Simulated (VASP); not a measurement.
# B32N31 (a cell with a defect) in VASP: notebook

Aim: see how the results for B32N31 (a cell with a defect) move with the level of theory and the settings. Levels: PBEsol, HSE06. Tasks: relaxation of the atoms, single point.

Program: VASP 6.6.1. These are calculated values, not measurements. Logs are shortened: lines on timing, memory, paths and dates and some standing lists are left out, and cuts for length are marked.

## Step 1: The cell of the first run

The cell holds a defect, 63 atoms: a = 7.212 Å, b = 7.212 Å, c = 7.212 Å, α = 90.00°, β = 90.00°, γ = 90.00°.

## Step 2: Relaxation of the atoms, PBEsol

File INCAR:

```
SYSTEM = B32N31
PREC = Accurate ; ENCUT = 520
EDIFF = 1E-7 ; ISMEAR = -1
SIGMA = 0.05 ; LREAL = Auto
LASPH = .TRUE. ; NELM = 120
ALGO = Normal ; ISIF = 2
LWAVE = .FALSE. ; LCHARG = .FALSE.
GGA = PS ; IBRION = 2
NSW = 100 ; EDIFFG = -0.03
NELECT = 252.0 ; ISYM = -1
GGA_COMPAT = .FALSE. ; NELMIN = 4
```

File KPOINTS:

```
explicit points
1
Reciprocal
  0.25000000   0.25000000   0.25000000 1
```

File POSCAR:

```
B32N31
1.0
    7.2115910000      0.0000000000      0.0000000000
    0.0000000000      7.2115910000      0.0000000000
    0.0000000000      0.0000000000      7.2115910000
B N
32 31
Direct
    0.9947070000      0.9950440000      0.0018210000
    0.0019750000      0.0010510000      0.5017560000
    0.9982220000      0.4983360000      0.0021720000
    0.0007140000      0.4980320000      0.5015240000
    0.4996790000      0.9976070000      0.0015090000
    0.5032740000      0.9998900000      0.4972960000
    0.4992640000      0.5002550000      0.9974750000
    0.5055600000      0.5044740000      0.4967500000
    0.2471440000      0.2527260000      0.9964990000
    0.2459470000      0.2523320000      0.4913950000
    0.2527570000      0.7530540000      0.0024980000
    0.2407650000      0.7496600000      0.5025730000
    0.7469160000      0.2525980000      0.0027380000
    0.7438610000      0.2487990000      0.5007030000
    0.7540060000      0.7474250000      0.9976140000
    0.7473900000      0.7527830000      0.4972180000
    0.2492920000      0.0030900000      0.2492130000
    0.2486530000      0.9964530000      0.7485520000
    0.2514160000      0.4972270000      0.2546960000
    0.2460080000      0.4999530000      0.7508820000
    0.7470100000      0.0006280000      0.2484470000
    0.7501080000      0.0035040000      0.7496630000
    0.7533240000      0.4981540000      0.2482260000
    0.7497360000      0.4980930000      0.7501480000
    0.9981170000      0.2532180000      0.2505270000
    0.0028080000      0.2539200000      0.7503670000
    0.9989940000      0.7517730000      0.2468160000
    0.0016470000      0.7567740000      0.7465390000
    0.5008240000      0.2534090000      0.2486650000
    0.5010100000      0.2467360000      0.7504460000
    0.4986070000      0.7462920000      0.2526000000
    0.5024120000      0.7537450000      0.7513270000
    0.1225820000      0.1247590000      0.1244790000
    0.1277020000      0.1232370000      0.6237770000
    0.1265250000      0.6280800000      0.1218980000
    0.1232350000      0.6246320000      0.6245860000
    0.6265880000      0.1265250000      0.1250730000
    0.6236510000      0.1239730000      0.6255530000
    0.6186470000      0.6247120000      0.1239240000
    0.3725850000      0.3709450000      0.1194260000
    0.3792350000      0.3751080000      0.6230050000
    0.3768270000      0.8743770000      0.1235910000
    0.3738210000      0.8710870000      0.6256450000
    0.8764510000      0.3742370000      0.1257910000
    0.8730730000      0.3722780000      0.6273620000
    0.8723620000      0.8738540000      0.1225270000
    0.8722120000      0.8718180000      0.6236190000
    0.3740000000      0.1190740000      0.3733650000
    0.3809740000      0.1239800000      0.8749190000
    0.3748340000      0.6268830000      0.3688940000
    0.3767620000      0.6264430000      0.8758960000
    0.8724960000      0.1264940000      0.3737000000
    0.8724140000      0.1270180000      0.8732850000
    0.8783200000      0.6260200000      0.3731270000
    0.8740340000      0.6256460000      0.8751530000
    0.1213830000      0.3754380000      0.3714110000
    0.1239390000      0.3740200000      0.8750140000
    0.1254980000      0.8790180000      0.3762190000
    0.1303370000      0.8730430000      0.8750800000
    0.6234620000      0.3784310000      0.3730220000
    0.6295550000      0.3810420000      0.8781660000
    0.6251260000      0.8784970000      0.3746470000
    0.6209690000      0.8759090000      0.8723940000
```

Potentials or basis: VASP PAW PBE potentials, release 64 (B, N).

The run is started by

```bash
> cat potpaw_PBE.64/B/POTCAR potpaw_PBE.64/N/POTCAR > POTCAR
> mpirun -np 1 vasp_std > vasp.out
```

OUTCAR:

```text
SYSTEM = B32N31
   PREC = Accurate
   ENCUT = 520
   EDIFF = 1E-7
   ISMEAR = -1
   LREAL = Auto
   LASPH = .TRUE.
   NELM = 120
   ISIF = 2
   GGA = PS
   IBRION = 2
   NSW = 100
   EDIFFG = -0.03
   NELECT = 252.0
   ISYM = -1
   NELMIN = 4

 ion  position               nearest neighbor table
   1  0.995  0.995  0.002-  46 1.52  33 1.58  53 1.59  59 1.60
   2  0.002  0.001  0.502-  34 1.54  58 1.55  47 1.59  52 1.59
   3  0.998  0.498  0.002-  44 1.54  57 1.57  35 1.57  55 1.58
   4  0.001  0.498  0.502-  36 1.55  56 1.56  54 1.58  45 1.58
   5  0.500  0.998  0.002-  42 1.53  49 1.55  63 1.55  37 1.58
   6  0.503  1.000  0.497-  62 1.52  48 1.55  38 1.55  43 1.61
   7  0.499  0.500  0.997-  61 1.54  51 1.54  39 1.54  40 1.57
   8  0.506  0.504  0.497-  60 1.53  50 1.59  41 1.59
   9  0.247  0.253  0.996-  57 1.52  40 1.53  33 1.58  49 1.60
  10  0.246  0.252  0.491-  56 1.53  48 1.58  34 1.58  41 1.62
  11  0.253  0.753  0.002-  42 1.53  59 1.54  35 1.54  51 1.57
  12  0.241  0.750  0.503-  36 1.52  58 1.55  43 1.57  50 1.63
  13  0.747  0.253  0.003-  37 1.54  61 1.54  44 1.56  53 1.58
  14  0.744  0.249  0.501-  38 1.54  60 1.57  52 1.57  45 1.58
  15  0.754  0.747  0.998-  55 1.52  46 1.54  39 1.60  63 1.61
  16  0.747  0.753  0.497-  47 1.54  62 1.54  54 1.59
  17  0.249  0.003  0.249-  48 1.52  33 1.55  58 1.56  42 1.59
  18  0.249  0.996  0.749-  59 1.53  34 1.55  43 1.55  49 1.61
  19  0.251  0.497  0.255-  50 1.53  56 1.54  40 1.60  35 1.62
  20  0.246  0.500  0.751-  57 1.55  36 1.56  51 1.59  41 1.61
  21  0.747  0.001  0.248-  37 1.54  62 1.54  52 1.57  46 1.57
  22  0.750  0.004  0.750-  53 1.54  38 1.55  63 1.58  47 1.58
  23  0.753  0.498  0.248-  44 1.54  60 1.56  54 1.57  39 1.61
  24  0.750  0.498  0.750-  61 1.52  45 1.55  55 1.57
  25  0.998  0.253  0.251-  56 1.53  44 1.53  52 1.56  33 1.58
  26  0.003  0.254  0.750-  57 1.52  45 1.55  53 1.58  34 1.59
  27  0.999  0.752  0.247-  54 1.55  46 1.55  35 1.57  58 1.60
  28  0.002  0.757  0.747-  47 1.53  59 1.56  36 1.57  55 1.61
  29  0.501  0.253  0.249-  60 1.55  40 1.56  37 1.57  48 1.61
  30  0.501  0.247  0.750-  49 1.53  38 1.54  41 1.57  61 1.63
  31  0.499  0.746  0.253-  50 1.50  39 1.54  42 1.58  62 1.59
  32  0.502  0.754  0.751-  63 1.51  43 1.55  51 1.57
  33  0.123  0.125  0.124-  17 1.55  25 1.58   1 1.58   9 1.58
  34  0.128  0.123  0.624-   2 1.54  18 1.55  10 1.58  26 1.59
  35  0.127  0.628  0.122-  11 1.54  27 1.57   3 1.57  19 1.62
  36  0.123  0.625  0.625-  12 1.52   4 1.55  20 1.56  28 1.57
  37  0.627  0.127  0.125-  13 1.54  21 1.54  29 1.57   5 1.58
  38  0.624  0.124  0.626-  14 1.54  30 1.54  22 1.55   6 1.55
[... 23 lines left out ...]
  62  0.625  0.878  0.375-   6 1.52  21 1.54  16 1.54  31 1.59
  63  0.621  0.876  0.872-  32 1.51   5 1.55  22 1.58  15 1.61

IMPORTANT INFORMATION: All symmetrisations will be switched off!
NOSYMM: (Re-)initialisation of all symmetry stuff for point group C_1.

----------------------------------------------------------------------------------------

                                     Primitive cell

  volume of cell :     375.0535

  direct lattice vectors                    reciprocal lattice vectors
     7.211591000  0.000000000  0.000000000     0.138665656  0.000000000  0.000000000
     0.000000000  7.211591000  0.000000000     0.000000000  0.138665656  0.000000000
     0.000000000  0.000000000  7.211591000     0.000000000  0.000000000  0.138665656

  length of vectors
     7.211591000  7.211591000  7.211591000     0.138665656  0.138665656  0.138665656

  position of ions in fractional coordinates (direct lattice)
     0.994707000  0.995044000  0.001821000
     0.001975000  0.001051000  0.501756000
     0.998222000  0.498336000  0.002172000
     0.000714000  0.498032000  0.501524000
     0.499679000  0.997607000  0.001509000
     0.503274000  0.999890000  0.497296000
[... 55 lines left out ...]
     0.625126000  0.878497000  0.374647000
     0.620969000  0.875909000  0.872394000

  ion indices of the primitive-cell ions
   primitive index   ion index
                 1           1
                 2           2
                 3           3
                 4           4
                 5           5
                 6           6
[... 55 lines left out ...]
                62          62
                63          63

----------------------------------------------------------------------------------------

 KPOINTS: explicit points

Read explicit list of k-points.

 Found      1 k-points:

 Following reciprocal coordinates:
            Coordinates               Weight
  0.250000  0.250000  0.250000      1.000000
   k-points           NKPTS =      1   k-points in BZ     NKDIM =      1   number of bands    NBANDS=    158
   number of dos      NEDOS =    301   number of ions     NIONS =     63
   total plane-waves  NPLWV = 157464
   dimension x,y,z NGX =    54 NGY =   54 NGZ =   54
[... 12 lines left out ...]
   ENCUT  =  520.0 eV  38.22 Ry    6.18 a.u.  13.41 13.41 13.41*2*pi/ulx,y,z
   NELM   =    120;   NELMIN=  4; NELMDL= -5     # of ELM steps
   EDIFF  = 0.1E-06   stopping-criterion for ELM
   LREAL  =      T    real-space projection
   EDIFFG = -.3E-01   stopping-criterion for IOM
   NSW    =    100    number of steps for IOM
   IBRION =      2    ionic relax: 0-MD 1-quasi-New 2-CG
   NFREE  =      1    steps in history (QN), initial steepest desc. (CG)
   ISIF   =      2    stress and relaxation
   ISYM   =     -1    0-nonsym 1-usesym 2-fastsym
   POTIM  = 0.5000    time-step for ionic-motion
   TEBEG  =    0.0;   TEEND  =   0.0 temperature during run
   PSTRESS=    0.0 pullay stress
   NELECT =     252.0000    total number of electrons
   NUPDOWN=      -1.0000    fix difference up-down
   EMIN   =  10.00;   EMAX   =-10.00  energy-range for DOS
   EFERMI =   0.00;   METHOD = LEGACY
   ISMEAR =    -1;   SIGMA  =   0.05  broadening in eV -4-tet -1-fermi 0-gaus
   EFERMI_NEDOS =   21; number of points for ismear=-14 and -15
   IALGO  =     38    algorithm
   IMIX   =      4    mixing-type and parameters
     AMIX     =   0.40;   BMIX     =  1.00
     AMIX_MAG =   1.60;   BMIX_MAG =  1.00
  volume/ion in A,a.u.               =       5.95        40.17
  Fermi-wavevector in a.u.,A,eV,Ry     =   1.433873  2.709626 27.973454  2.055991
  Thomas-Fermi vector in A             =   2.553343
   LORBIT       =      0    0 simple, 1 ext, 2 COOP (PROOUT), +10 PAW based schemes
   GGA     = PS    functional components
   LHFCALC =     F    Hartree Fock is set to
   AEXX    =    0.0000 exact exchange contribution
   IVDW    =     0    specifies the selected vdW correction
   LEPSILON=     F    determine dielectric tensor
   LRPA    =     F    only Hartree local field effects (RPA)
 conjugate gradient relaxation of ions
 non-spin polarized calculation
  energy-cutoff  :      520.00
  volume of cell :      375.05
 maximum number of plane-waves:     10107
 NGX is ok and might be reduce to    54
   NGX = 27   NGY = 27   NGZ = 27

--------------------------------------- Ionic step        1  -------------------------------------------

 number of electron     252.0000025 magnetization

 Free energy of the ion-electron system (eV)
  ---------------------------------------------------
  ext. energy  EPLUGINS =         0.00000000
  ---------------------------------------------------
  free energy    TOTEN  =      -557.26439350 eV

  energy without entropy =     -557.13232022  energy(sigma->0) =     -557.19835686

------------------------ aborting loop because EDIFF is reached ----------------------------------------

  FORCE on cell =-STRESS in cart. coord.  units (eV):
  Direction    XX          YY          ZZ          XY          YZ          ZX
  --------------------------------------------------------------------------------------
  -------------------------------------------------------------------------------------
  Total        9.1441197     15.4543207     17.3913314     -1.3147605     -0.8303789      0.6113808
  in kB       39.0624269     66.0187412     74.2933853     -5.6164770     -3.5472649      2.6117350
  external PRESSURE =      59.7915178 kB  Pullay stress =       0.0000000 kB
[... 272 lines left out ...]
  FREE ENERGIE OF THE ION-ELECTRON SYSTEM (eV)
  ---------------------------------------------------
  free  energy   TOTEN  =      -558.4932130319 eV

  energy  without entropy=     -558.3900927069  energy(sigma->0) =     -558.44165287

[... ionic steps 4 to 60 ...]

--------------------------------------- Ionic step       61  -------------------------------------------

 number of electron     252.0000031 magnetization

------------------------ aborting loop because EDIFF is reached ----------------------------------------
[... 189 lines left out ...]
--------------------------------------- Ionic step       63  -------------------------------------------

 number of electron     252.0000032 magnetization

 Free energy of the ion-electron system (eV)
  ---------------------------------------------------
  ext. energy  EPLUGINS =         0.00000000
  ---------------------------------------------------
  free energy    TOTEN  =      -559.95393085 eV

  energy without entropy =     -559.95393085  energy(sigma->0) =     -559.95393085

 E-fermi :  10.5792     XC(G=0): -12.9965

 val. band max:        9.5627339393   @ k =   0.2500   0.2500   0.2500
 cond. band min:      11.5952500663   @ k =   0.2500   0.2500   0.2500
 fundamental gap:      2.0325161270
 Fermi energy:        10.5791827783

 k-point     1 :       0.2500    0.2500    0.2500
  band No.  band energies     occupation
      1     -12.6761      2.00000
      2     -11.7642      2.00000
      3     -11.6769      2.00000
      4     -11.5595      2.00000
      5     -10.8119      2.00000
      6     -10.7556      2.00000
[... 130 lines left out ...]
    137      15.4166      0.00000
    138      15.4550      0.00000
 [bands above 138 left out]

------------------------ aborting loop because EDIFF is reached ----------------------------------------

  FORCE on cell =-STRESS in cart. coord.  units (eV):
  Direction    XX          YY          ZZ          XY          YZ          ZX
  --------------------------------------------------------------------------------------
  -------------------------------------------------------------------------------------
  Total        7.9639475      7.9607865     18.7511630     -0.9967892     10.8960279     10.8936547
  in kB       34.0208927     34.0073894     80.1023999     -4.2581470     46.5463386     46.5362007
  external PRESSURE =      49.3768940 kB  Pullay stress =       0.0000000 kB
[... 78 lines left out ...]
  FREE ENERGIE OF THE ION-ELECTRON SYSTEM (eV)
  ---------------------------------------------------
  free  energy   TOTEN  =      -559.9539308540 eV

  energy  without entropy=     -559.9539308476  energy(sigma->0) =     -559.95393085

 reached required accuracy - stopping structural energy minimisation
```

It took 45 min on 1 thread of Intel Xeon 6975P-C (Granite Rapids), shared host; peak memory 0.44 GiB.

Results:

```yaml
Free_energy: -559.9539 eV
Energy_gained_by_relaxing: 42.7 meV/atom
Ionic_steps: 63
Largest_force_after_relaxing: 0.028 eV/Å
```

Forces in eV/Å, atoms in the order of the input:
```
B   -0.001  0.000 -0.001
B    0.000 -0.001 -0.003
B   -0.005  0.001  0.000
B   -0.005 -0.001  0.002
B    0.002 -0.004  0.000
B    0.004 -0.003  0.003
B   -0.001 -0.001  0.000
B    0.006  0.007 -0.005
B    0.002  0.000 -0.002
B    0.006  0.004  0.009
B   -0.002  0.003 -0.001
B   -0.002  0.005  0.000
B    0.000 -0.006 -0.002
B    0.000 -0.003  0.002
B   -0.008 -0.006 -0.004
B    0.014  0.014 -0.019
B    0.001  0.002  0.005
B    0.004  0.002  0.000
B    0.003  0.003  0.002
B    0.002  0.005  0.006
B   -0.003 -0.003  0.003
B   -0.002  0.000  0.001
B    0.002 -0.004 -0.008
B   -0.004 -0.005 -0.002
B    0.001 -0.003  0.003
B    0.002  0.002 -0.001
B   -0.003 -0.001  0.000
B   -0.005  0.004  0.000
B    0.003 -0.001  0.003
B    0.008 -0.002  0.004
B   -0.005  0.003 -0.009
B   -0.005 -0.003 -0.001
N    0.000  0.004  0.007
N    0.004  0.006 -0.001
N   -0.004  0.001  0.003
N   -0.002  0.000  0.001
N    0.002 -0.003  0.004
N    0.001 -0.002  0.000
N   -0.004 -0.005 -0.005
N    0.002  0.003  0.005
N    0.008  0.011  0.000
N   -0.005  0.002  0.000
N    0.001 -0.006  0.000
N    0.005 -0.005 -0.001
N   -0.001  0.004  0.000
N   -0.004 -0.005  0.001
N    0.002 -0.005 -0.003
N   -0.002  0.001  0.004
N   -0.001  0.001  0.000
N   -0.006  0.003 -0.003
N   -0.010 -0.002  0.007
N    0.004  0.000 -0.003
N    0.003  0.002  0.000
N   -0.002  0.000 -0.002
N   -0.001 -0.004 -0.001
N    0.000  0.004  0.005
N   -0.001  0.005  0.001
N   -0.001  0.001 -0.001
N   -0.001 -0.002  0.000
N    0.006 -0.001 -0.006
N    0.000 -0.005  0.010
N    0.001 -0.004 -0.004
N   -0.001 -0.006  0.001
```

The path:
```
step  energy change (eV)  largest force (eV/Å)  pressure (GPa)
   1              0.0000                2.4757            5.98
   3             -1.2288                1.1384            5.26
   5             -1.5329                1.5189            5.20
   7             -1.7972                1.1829            5.17
   9             -2.1358                1.3503            4.70
  11             -2.3707                0.7723            4.22
  13             -2.4862                0.3896            4.20
  15             -2.5135                0.1712            4.23
  17             -2.5239                0.1320            4.25
  19             -2.5290                0.1125            4.26
  21             -2.5317                0.0799            4.27
  23             -2.5333                0.0549            4.29
  25             -2.5341                0.0552            4.30
  27             -2.5350                0.0765            4.30
  29             -2.5360                0.0886            4.33
  31             -2.5379                0.0944            4.37
  33             -2.5384                0.3440            4.62
  35             -2.5413                0.1846            4.50
  37             -2.5465                0.3447            4.69
  39             -2.5595                0.4090            4.91
  41             -2.5641                0.4918            5.10
  43             -2.5862                0.5223            5.34
  45             -2.5908                0.5549            5.48
  47             -2.6351                0.4900            5.43
  49             -2.6546                0.4187            5.33
  51             -2.6760                0.2060            5.17
  53             -2.6853                0.1084            5.04
  55             -2.6878                0.0797            4.98
  57             -2.6887                0.0561            4.94
  59             -2.6891                0.0482            4.93
  61             -2.6893                0.0400            4.93
  63             -2.6895                0.0275            4.94
```

Final structure:
```
CELL_PARAMETERS angstrom
7.21159 0.00000 0.00000
0.00000 7.21159 0.00000
0.00000 0.00000 7.21159
ATOMIC_POSITIONS crystal
B 0.00033 0.00100 0.00113
B 0.99818 0.99886 0.50460
B 0.00134 0.50202 0.99859
B 0.99718 0.50083 0.50025
B 0.50135 0.00200 0.99859
B 0.50014 0.99785 0.50025
B 0.50018 0.50083 0.99915
B 0.51251 0.51317 0.47444
B 0.25064 0.25130 0.99771
B 0.25410 0.25476 0.49901
B 0.24958 0.75232 0.99968
B 0.24982 0.74861 0.49776
B 0.75167 0.25026 0.99969
B 0.74795 0.25049 0.49776
B 0.75091 0.75158 0.00164
B 0.68536 0.68602 0.50059
B 0.24881 0.00013 0.25031
B 0.25184 0.00147 0.75027
B 0.24590 0.49994 0.24690
B 0.25454 0.50335 0.74524
B 0.74890 0.99469 0.25625
B 0.75577 0.00000 0.74742
B 0.75018 0.49576 0.24672
B 0.75316 0.51004 0.75696
B 0.99947 0.24949 0.25032
B 0.00080 0.25251 0.75027
B 0.99402 0.74957 0.25626
B 0.99935 0.75643 0.74742
B 0.49928 0.24657 0.24689
B 0.50267 0.25521 0.74526
B 0.49510 0.75084 0.24673
B 0.50938 0.75383 0.75695
N 0.12549 0.12614 0.12507
N 0.12950 0.13015 0.62470
N 0.12209 0.62571 0.12482
N 0.12537 0.62675 0.62395
N 0.62505 0.12276 0.12481
N 0.62608 0.12604 0.62395
N 0.62482 0.62548 0.12384
N 0.37423 0.37490 0.12268
N 0.38372 0.38438 0.62008
N 0.37412 0.87749 0.12240
N 0.37923 0.87199 0.62510
N 0.87682 0.37479 0.12240
N 0.87131 0.37990 0.62510
N 0.87459 0.87526 0.12851
N 0.88447 0.88515 0.63446
N 0.37479 0.12485 0.37470
N 0.37752 0.12822 0.87273
N 0.36713 0.62539 0.36418
N 0.37906 0.62692 0.87363
N 0.87473 0.12480 0.37638
N 0.87653 0.12853 0.87707
N 0.86682 0.61798 0.37923
N 0.87767 0.62881 0.87723
N 0.12419 0.37544 0.37470
N 0.12757 0.37816 0.87272
N 0.12413 0.87540 0.37638
N 0.12788 0.87720 0.87707
N 0.62472 0.36777 0.36419
N 0.62626 0.37971 0.87362
N 0.61731 0.86750 0.37923
N 0.62814 0.87834 0.87722
```

Caveat: the cell carries a net charge on a neutralising background, which shifts energy and pressure; the cell is charged against a uniform background, so pressure and absolute levels hang on convention; the PAW data sets were made with another functional, which shifts forces and pressure a little.

[end of part 1 of 4]
